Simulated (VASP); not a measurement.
Here is a VASP 6.6.1 calculation.

Contents of INCAR:

```
SYSTEM = Si2Mo
PREC = Accurate
ENCUT = 520
EDIFF = 1E-6
ISMEAR = 1
SIGMA = 0.1
LREAL = .False.
LASPH = .True.
NELM = 60
ALGO = Normal
ISIF = 2
LWAVE = .False.
LCHARG = .False.
NBANDS = 18
```

The input KPOINTS:

```
regular mesh
0
Gamma
  13 13 13
  0 0 0
```

Contents of POSCAR:

```
Si2Mo
1.0
   -1.6000000000      1.6000000000      3.9305000000
    1.6000000000     -1.6000000000      3.9305000000
    1.6000000000      1.6000000000     -3.9305000000
Si Mo
2 1
Direct
    0.3330000000      0.3330000000      0.0000000000
    0.6670000000      0.6670000000      0.0000000000
   -0.0312500000      0.0000000000     -0.0312500000
```

Potentials or basis: VASP PAW LDA potentials, release 64 (Si, Mo_sv).

Command:

```sh
$ cat potpaw_LDA.64/Si/POTCAR potpaw_LDA.64/Mo_sv/POTCAR > POTCAR
$ mpirun -np 1 vasp_std > vasp.out
```

Estimate the pressure.

-4.9 GPa.

Predict the largest force.

0.888 eV/Å.

Forces in eV/Å, atoms in the order of the input:
```
Si   0.000 -0.444  0.312
Si   0.000 -0.444 -0.312
Mo   0.000  0.888  0.000
```

Caveat: the cell stands under tension.
